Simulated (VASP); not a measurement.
## Ti: electric field gradients with PBE

Ti:

```xyz
1
Lattice="-1.6902 1.6410 1.6410 1.6410 -1.6902 1.6410 1.6410 1.6410 -1.6902" Properties=species:S:1:pos:R:3 pbc="T T T"
Ti    0.0000    0.0000    0.0000
```

This cell differs from its parent crystal: equal xy, yz and zx shear strains of -3 %.

```json
{
  "Program": "VASP 6.6.1",
  "Task": "electric field gradients",
  "Functional": "PBE",
  "Potentials or basis": "VASP PAW PBE potentials, release 64 (Ti_sv)",
  "Cutoff": "520 eV",
  "k mesh": "14 × 14 × 14",
  "Occupations": "fermi-dirac, width 0.05 eV",
  "Spin": "no spin polarisation",
  "Dipole correction": "no",
  "Further INCAR settings": "ALGO = Normal; EDIFF = 1e-08; NBANDS = 12"
}
```

- Pressure: -2.6 GPa
- Band gap on the k mesh: zero (bands 6 and 7 overlap by 1.61 eV)
- Largest electric field gradient by atom: Ti +15.1 V/Å²

Stress tensor (GPa, compression positive):
```
-2.63  0.95  0.95
 0.95 -2.63  0.95
 0.95  0.95 -2.63
```

Levels at points of the mesh, in eV from the Fermi level:
| k point | band 4 | band 5 | band 6 | band 7 | band 8 | band 9 |
| --- | --- | --- | --- | --- | --- | --- |
| (0.00, 0.00, 0.00) | -32.38 | -5.91 | 0.68 | 1.10 | 1.10 | 2.73 |
| (0.50, 0.00, 0.00) | -32.45 | -2.38 | -0.33 | 1.32 | 2.61 | 2.91 |
| (0.50, 0.50, 0.00) | -32.41 | -2.43 | -0.44 | 0.88 | 2.79 | 3.13 |
| (0.50, 0.50, 0.50) | -32.84 | -2.04 | -2.04 | 3.71 | 3.71 | 4.09 |

Electric field gradients, principal values (V/Å²):
| atom | least | middle | greatest (by size) |
| --- | --- | --- | --- |
| 1 Ti | -7.561 | -7.561 | 15.123 |

Run time: 32 s on 1 thread of AMD EPYC 9R45 (Zen 5), on a shared host, peak memory 0.15 GiB.

Caveat: the cell differs from its parent crystal (equal xy, yz and zx shear strains of -3 %); without QUAD_EFG the Cq values of the log hold for a quadrupole moment of 1 mb, not for the nuclei.
